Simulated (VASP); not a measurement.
# CuNi2 (P-62m) in VASP: single point with PBE

Aim: the single point of CuNi2 with PBE.

Program: VASP 6.6.1. These are calculated values, not measurements. Logs are shortened: lines on timing, memory, paths and dates and some standing lists are left out, and cuts for length are marked.

**1. The cell of the first run**

It takes space group P-62m (No. 189, hexagonal). Conventional cell: a = 4.335 Å, b = 4.335 Å, c = 4.137 Å, α = 90.00°, β = 90.00°, γ = 120.00°. Within 3.3 Å of Cu (site symmetry -6) lie 3 Cu at 2.50 Å and 9 Ni at 2.50 to 2.53 Å. Within 3.2 Å of Ni (site symmetry m2m) lie 8 Ni at 2.46 to 2.52 Å and 4 Cu at 2.53 Å. Within 3.3 Å of Ni (site symmetry -62m) lie 6 Cu at 2.50 Å and 6 Ni at 2.51 Å.

**2. Single point, PBE, collinear spin, ferromagnetic start**

The input, INCAR:

```
PREC     = Accurate       # precision mode
ENCUT    = 520            # plane-wave cutoff, eV
EDIFF    = 1E-6           # SCF threshold, eV
ISMEAR   = 0              # smearing method
SIGMA    = 0.1            # smearing width, eV
LREAL    = F              # projectors in reciprocal space
LASPH    = T              # aspherical terms in the spheres
NELM     = 150            # most SCF steps
ALGO     = Fast           # electronic algorithm
ISIF     = 2              # what is computed and relaxed
LWAVE    = F              # write WAVECAR
LCHARG   = F              # write CHGCAR
ISPIN    = 2              # spin polarisation
MAGMOM   = 0 0 0.49 0.49 0.49 0.49 # initial moments
LORBIT   = 11             # projections on sites
LMAXMIX  = 4              # l up to which the mixer works
GGA      = PE             # functional
NBANDS   = 44             # bands
```

The input, KPOINTS:

```
regular mesh
0
Gamma
  12 12 10
```

The input, POSCAR:

```
CuNi2
1.0
    4.3352967650      0.0000000000      0.0000000000
   -2.1676483825      3.7544771314      0.0000000000
    0.0000000000      0.0000000000      4.1366542014
Cu Ni
2 4
Direct
    0.3333333333      0.6666666667      0.5000000000
    0.6666666667      0.3333333333      0.5000000000
    0.0000000000      0.6722749039      0.0000000000
    0.6722749039      0.0000000000      0.0000000000
    0.3277250961      0.3277250961      0.0000000000
    0.0000000000      0.0000000000      0.5000000000
```

Potentials or basis: VASP PAW PBE potentials, release 64 (Cu, Ni).

Command:

```sh
cat potpaw_PBE.64/Cu/POTCAR potpaw_PBE.64/Ni/POTCAR > POTCAR
mpirun -np 1 vasp_std > vasp.out
```

OUTCAR:

```text
PREC = Accurate
   ENCUT = 520
   EDIFF = 1E-6
   ISMEAR = 0
   LREAL = F
   LASPH = T
   NELM = 150
   ISIF = 2
   ISPIN = 2
   LORBIT = 11
   GGA = PE

 ion  position               nearest neighbor table
   1  0.333  0.667  0.500-   2 2.50   2 2.50   6 2.50   6 2.50   6 2.50   2 2.50   3 2.53   3 2.53
                             4 2.53   4 2.53   5 2.53   5 2.53
   2  0.667  0.333  0.500-   1 2.50   1 2.50   6 2.50   6 2.50   6 2.50   1 2.50   4 2.53   4 2.53
                             3 2.53   3 2.53   5 2.53   5 2.53
   3  0.000  0.672  0.000-   5 2.46   4 2.46   6 2.51   6 2.51   4 2.52   5 2.52   5 2.52   4 2.52
                             1 2.53   1 2.53   2 2.53   2 2.53
   4  0.672  0.000  0.000-   5 2.46   3 2.46   6 2.51   6 2.51   3 2.52   5 2.52   5 2.52   3 2.52
                             2 2.53   2 2.53   1 2.53   1 2.53
   5  0.328  0.328  0.000-   3 2.46   4 2.46   6 2.51   6 2.51   4 2.52   3 2.52   3 2.52   4 2.52
                             1 2.53   1 2.53   2 2.53   2 2.53
   6  0.000  0.000  0.500-   1 2.50   2 2.50   1 2.50   2 2.50   2 2.50   1 2.50   3 2.51   5 2.51
                             3 2.51   5 2.51   4 2.51   4 2.51

  LATTYP: Found a hexagonal cell.
 ALAT       =     4.3352967650
 C/A-ratio  =     0.9541801693

  Lattice vectors:

 A1 = (   4.3352967650,   0.0000000000,   0.0000000000)
 A2 = (  -2.1676483825,   3.7544771314,   0.0000000000)
 A3 = (   0.0000000000,   0.0000000000,   4.1366542014)

Analysis of symmetry for initial positions (statically):
=====================================================================
 Subroutine PRICEL returns:
 Original cell was already a primitive cell.

 Routine SETGRP: Setting up the symmetry group for a
 hexagonal supercell.

 Subroutine GETGRP returns: Found 12 space group operations
 (whereof 12 operations were pure point group operations)
 out of a pool of 24 trial point group operations.

The static configuration has the point symmetry D_3h.

Analysis of symmetry for dynamics (positions and initial velocities):
=====================================================================
 Subroutine PRICEL returns:
 Original cell was already a primitive cell.

 Routine SETGRP: Setting up the symmetry group for a
 hexagonal supercell.

 Subroutine GETGRP returns: Found 12 space group operations
 (whereof 12 operations were pure point group operations)
 out of a pool of 24 trial point group operations.

The dynamic configuration has the point symmetry D_3h.

Analysis of structural, dynamic, and magnetic symmetry:
=====================================================================
 Subroutine PRICEL returns:
 Original cell was already a primitive cell.

 Routine SETGRP: Setting up the symmetry group for a
 hexagonal supercell.

 Subroutine GETGRP returns: Found 12 space group operations
 (whereof 12 operations were pure point group operations)
 out of a pool of 24 trial point group operations.

The overall configuration has the point symmetry D_3h.

 Subroutine INISYM returns: Found 12 space group operations
 (whereof 12 operations are pure point group operations),
 and found     1 'primitive' translations

----------------------------------------------------------------------------------------

                                     Primitive cell

  volume of cell :      67.3314

  direct lattice vectors                    reciprocal lattice vectors
     4.335296765  0.000000000  0.000000000     0.230664717  0.133174336  0.000000000
    -2.167648382  3.754477131  0.000000000     0.000000000  0.266348673  0.000000000
     0.000000000  0.000000000  4.136654201     0.000000000  0.000000000  0.241741260

  length of vectors
     4.335296765  4.335296765  4.136654201     0.266348673  0.266348673  0.241741260

  position of ions in fractional coordinates (direct lattice)
     0.333333333  0.666666667  0.500000000
     0.666666667  0.333333333  0.500000000
     0.000000000  0.672274904  0.000000000
     0.672274904  0.000000000  0.000000000
     0.327725096  0.327725096  0.000000000
     0.000000000  0.000000000  0.500000000

  ion indices of the primitive-cell ions
[... 58 lines left out ...]
  0.250000  0.000000  0.100000     12.000000
  0.333333  0.000000  0.100000     12.000000
 [... further k-points ...]
   k-points           NKPTS =    114   k-points in BZ     NKDIM =    114   number of bands    NBANDS=     44
   number of dos      NEDOS =    301   number of ions     NIONS =      6
   total plane-waves  NPLWV =  32768
   dimension x,y,z NGX =    32 NGY =   32 NGZ =   32
   dimension x,y,z NGXF=    64 NGYF=   64 NGZF=   64
   ions per type =               2   4
   NGX,Y,Z   is equivalent  to a cutoff of  12.27, 12.27, 12.86 a.u.
   NGXF,Y,Z  is equivalent  to a cutoff of  24.54, 24.54, 25.72 a.u.
 SYSTEM =  unknown system
   PREC   = accura    normal or accurate (medium, high low for compatibility)
   ISTART =      0    job   : 0-new  1-cont  2-samecut
   ICHARG =      2    charge: 1-file 2-atom 10-const
   ISPIN  =      2    spin polarized calculation?
   LNONCOLLINEAR =      F non collinear calculations
   LSORBIT =      F    spin-orbit coupling
   LASPH  =      T    aspherical Exc in radial PAW
   ENCUT  =  520.0 eV  38.22 Ry    6.18 a.u.   8.06  8.06  7.69*2*pi/ulx,y,z
   NELM   =    150;   NELMIN=  2; NELMDL= -5     # of ELM steps
   EDIFF  = 0.1E-05   stopping-criterion for ELM
   LREAL  =      F    real-space projection
   EDIFFG = 0.1E-04   stopping-criterion for IOM
   NSW    =      0    number of steps for IOM
   IBRION =     -1    ionic relax: 0-MD 1-quasi-New 2-CG
   NFREE  =      0    steps in history (QN), initial steepest desc. (CG)
   ISIF   =      2    stress and relaxation
   ISYM   =      2    0-nonsym 1-usesym 2-fastsym
   POTIM  = 0.5000    time-step for ionic-motion
   TEBEG  =    0.0;   TEEND  =   0.0 temperature during run
   PSTRESS=    0.0 pullay stress
   NELECT =      62.0000    total number of electrons
   NUPDOWN=      -1.0000    fix difference up-down
   EMIN   =  10.00;   EMAX   =-10.00  energy-range for DOS
   EFERMI =   0.00;   METHOD = LEGACY
   ISMEAR =     0;   SIGMA  =   0.10  broadening in eV -4-tet -1-fermi 0-gaus
   EFERMI_NEDOS =   21; number of points for ismear=-14 and -15
   IALGO  =     68    algorithm
   IMIX   =      4    mixing-type and parameters
     AMIX     =   0.40;   BMIX     =  1.00
     AMIX_MAG =   1.60;   BMIX_MAG =  1.00
  volume/ion in A,a.u.               =      11.22        75.73
  Fermi-wavevector in a.u.,A,eV,Ry     =   1.592696  3.009759 34.513634  2.536681
  Thomas-Fermi vector in A             =   2.691041
   LORBIT       =     11    0 simple, 1 ext, 2 COOP (PROOUT), +10 PAW based schemes
   GGA     = PE    functional components
   LHFCALC =     F    Hartree Fock is set to
   AEXX    =    0.0000 exact exchange contribution
   IVDW    =     0    specifies the selected vdW correction
   LEPSILON=     F    determine dielectric tensor
   LRPA    =     F    only Hartree local field effects (RPA)
 spin polarized calculation
 RMM-DIIS sequential band-by-band and
 Gauss-broadening in eV      SIGMA  =   0.10
  energy-cutoff  :      520.00
  volume of cell :       67.33
 maximum number of plane-waves:      1827
   NGX = 17   NGY = 17   NGZ = 15

 number of electron      61.9999959 magnetization       1.6493129

 Free energy of the ion-electron system (eV)
  ---------------------------------------------------
  ext. energy  EPLUGINS =         0.00000000
  ---------------------------------------------------
  free energy    TOTEN  =       -29.06845382 eV

  energy without entropy =      -29.02061924  energy(sigma->0) =      -29.04453653

 E-fermi :   8.5015     XC(G=0): -13.0490

 val. band max:        8.4988324349   @ k =   0.2500   0.2500   0.4000
 cond. band min:       8.5015990237   @ k =   0.1667   0.0833   0.4000
 fundamental gap:      0.0027665888
 Fermi energy:         8.5014979572

 spin component 1

 k-point     1 :       0.0000    0.0000    0.0000
  band No.  band energies     occupation
      1      -0.4125      1.00000
      2       3.8478      1.00000
      3       4.8379      1.00000
      4       4.8379      1.00000
      5       4.9299      1.00000
      6       4.9299      1.00000
[... 1093 lines left out ...]
     42      18.4330      0.00000
     43      20.4953      0.00000

 [... further k-points ...]

 spin component 2

 k-point     1 :       0.0000    0.0000    0.0000
  band No.  band energies     occupation
      1      -0.4360      1.00000
      2       3.9766      1.00000
      3       4.9632      1.00000
      4       4.9632      1.00000
      5       5.0180      1.00000
      6       5.0180      1.00000
[... 1093 lines left out ...]
     42      18.4926      0.00000
     43      20.5299      0.00000

 [... further k-points ...]

 [bands above 43 left out]

------------------------ aborting loop because EDIFF is reached ----------------------------------------

  FORCE on cell =-STRESS in cart. coord.  units (eV):
  Direction    XX          YY          ZZ          XY          YZ          ZX
  --------------------------------------------------------------------------------------
  -------------------------------------------------------------------------------------
  Total        0.0891887      0.0891887      0.0818647      0.0000000      0.0000000      0.0000000
  in kB        2.1222817      2.1222817      1.9480028      0.0000000      0.0000000      0.0000000
  external PRESSURE =       2.0641887 kB  Pullay stress =       0.0000000 kB

 VOLUME and BASIS-vectors are now :
 -----------------------------------------------------------------------------
  energy-cutoff  :      520.00
  volume of cell :       67.33
      direct lattice vectors                 reciprocal lattice vectors
     4.335296765  0.000000000  0.000000000     0.230664717  0.133174336  0.000000000
    -2.167648382  3.754477131  0.000000000     0.000000000  0.266348673  0.000000000
     0.000000000  0.000000000  4.136654201     0.000000000  0.000000000  0.241741260

 POSITION                                       TOTAL-FORCE (eV/Angst)
 -----------------------------------------------------------------------------------
     -0.00000      2.50298      2.06833        -0.000000      0.000000      0.000000
      2.16765      1.25149      2.06833        -0.000000      0.000000      0.000000
     -1.45726      2.52404      0.00000        -0.001020      0.001766     -0.000000
      2.91451      0.00000      0.00000         0.002040      0.000000      0.000000
      0.71039      1.23044      0.00000        -0.001020     -0.001766      0.000000
      0.00000      0.00000      2.06833        -0.000000      0.000000      0.000000
 -----------------------------------------------------------------------------------
    total drift:                               -0.000000     -0.000001     -0.000000

  FREE ENERGIE OF THE ION-ELECTRON SYSTEM (eV)
  ---------------------------------------------------
  free  energy   TOTEN  =       -29.0684538229 eV

  energy  without entropy=      -29.0206192351  energy(sigma->0) =      -29.04453653

 total charge

# of ion       s       p       d       tot
------------------------------------------
    1        0.464   0.419   9.165  10.048
    2        0.464   0.419   9.165  10.048
    3        0.481   0.457   8.334   9.272
    4        0.481   0.457   8.334   9.272
    5        0.481   0.457   8.334   9.272
    6        0.470   0.456   8.359   9.284
--------------------------------------------------
tot          2.839   2.666  51.690  57.195

 magnetization (x)

# of ion       s       p       d       tot
------------------------------------------
    1       -0.003  -0.012   0.017   0.002
    2       -0.003  -0.012   0.017   0.002
    3       -0.004  -0.013   0.464   0.446
    4       -0.004  -0.013   0.464   0.446
    5       -0.004  -0.013   0.464   0.446
    6       -0.002  -0.011   0.371   0.358
--------------------------------------------------
tot         -0.020  -0.075   1.797   1.702
```

Run time: 11 min. Hardware: 1 thread of Oxide Virtual Turin-like, shared host; peak memory 0.51 GiB.

What came out:

| Quantity | Value |
| --- | --- |
| Free energy | -29.0685 eV |
| Pressure | 0.2 GPa |
| Net moment | 1.65 μB per cell |
| Site moments | Cu +0.00; Ni +0.45, +0.36 (each value once) μB |
| Valence electrons inside the program's atomic spheres | Cu 10.05; Ni 9.27, 9.28 (each value once) |

Forces on the atoms (eV/Å):
```
Cu   0.000  0.000  0.000
Cu   0.000  0.000  0.000
Ni  -0.001  0.002  0.000
Ni   0.002  0.000  0.000
Ni  -0.001 -0.002  0.000
Ni   0.000  0.000  0.000
```
